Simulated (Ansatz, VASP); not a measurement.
**Two plane-wave programs on Bi**

```
CELL_PARAMETERS angstrom
-1.90871 1.90871 1.90871
1.90871 -1.90871 1.90871
1.90871 1.90871 -1.90871
ATOMIC_POSITIONS crystal
Bi 0.00000 0.00000 0.00000
```

Alike in both runs: task single point; functional PBE; k mesh 16 × 16 × 16; occupations gaussian, width 0.1 eV; no spin polarisation.

```csv
,VASP,Ansatz
version,VASP 6.6.1,Ansatz 0.2.0
potentials or method,"VASP PAW PBE potentials, release 64 (Bi_d), cutoff 520 eV","scalar-relativistic, plane waves, PAW"
valence electrons in the cell,15,15
```

|  | VASP | Ansatz | Ansatz less VASP |
| --- | --- | --- | --- |
| gap on the k mesh at the Fermi level (eV) | none | none | - |
| pressure (GPa) | 8.7 | 8.8 | +0.07 |

A gap of «none» marks a metal or a gap that the smearing closes. The functional is the same, so the differences come from potentials, cutoffs and numerics.

Neither program's run includes spin-orbit coupling.
